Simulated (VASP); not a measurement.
TiO2:

```
Ti O
1.0
     5.20809    0.00000    0.00000
     0.00000    5.20809    0.00000
     0.00000    0.00000    3.43734
Ti O
2 4
Direct
  0.00000 0.00000 0.00000
  0.50000 0.50000 0.50000
  0.30500 0.30500 0.00000
  0.19500 0.80500 0.50000
  0.80500 0.19500 0.50000
  0.69500 0.69500 0.00000
```

| Item | Value |
| --- | --- |
| Program | VASP 6.6.1 |
| Task | relaxation of cell and atoms |
| Functional | PBE |
| Potentials or basis | VASP PAW PBE potentials, release 64 (Ti_sv, O) |
| Cutoff | 600 eV |
| k mesh | 4 × 4 × 6 |
| Occupations | fermi-dirac, width 0.02 eV |
| Spin | no spin polarisation |

At the start: pressure -37.5 GPa; volume 15.54 Å³/atom.

Where does the relaxation end?

Over 12 steps the energy falls by 822.5 meV/atom and the volume is 10.67 Å³/atom (-31.3 %); space group P4_2/mnm (No. 136, to 0.1 Å) before and after.

The path:
```tsv
step	energy change (eV)	largest force (eV/Å)	pressure (GPa)	volume (Å³)
1	0.0000	0.8153	-37.50	93.23
2	-2.0812	3.2692	80.67	52.16
3	-4.9070	0.2326	-3.34	65.54
4	-4.9145	0.3069	-1.26	64.94
5	-4.9141	0.3712	0.55	64.44
6	-4.9333	0.0964	0.51	64.04
7	-4.9348	0.0047	0.57	63.90
8	-4.9348	0.0191	-0.74	64.26
9	-4.9352	0.0117	-0.11	64.07
10	-4.9352	0.0115	-0.04	64.06
11	-4.9352	0.0115	-0.02	64.07
12	-4.9353	0.0010	0.00	64.05
```

Final structure:
```cif
data_structure
_symmetry_space_group_name_H-M 'P 1'
_symmetry_Int_Tables_number 1
_cell_length_a 4.6459
_cell_length_b 4.6459
_cell_length_c 2.9674
_cell_angle_alpha 90.000
_cell_angle_beta 90.000
_cell_angle_gamma 90.000
_cell_volume 64.05
loop_
_atom_site_label
_atom_site_type_symbol
_atom_site_fract_x
_atom_site_fract_y
_atom_site_fract_z
_atom_site_occupancy
Ti1 Ti 0.00000 0.00000 0.00000 1
Ti2 Ti 0.50000 0.50000 0.50000 1
O1 O 0.30501 0.30501 0.00000 1
O2 O 0.19499 0.80501 0.50000 1
O3 O 0.80501 0.19499 0.50000 1
O4 O 0.69499 0.69499 0.00000 1
```

Caveat: the volume moved by over 15 % at a fixed basis, so the end points are rough.
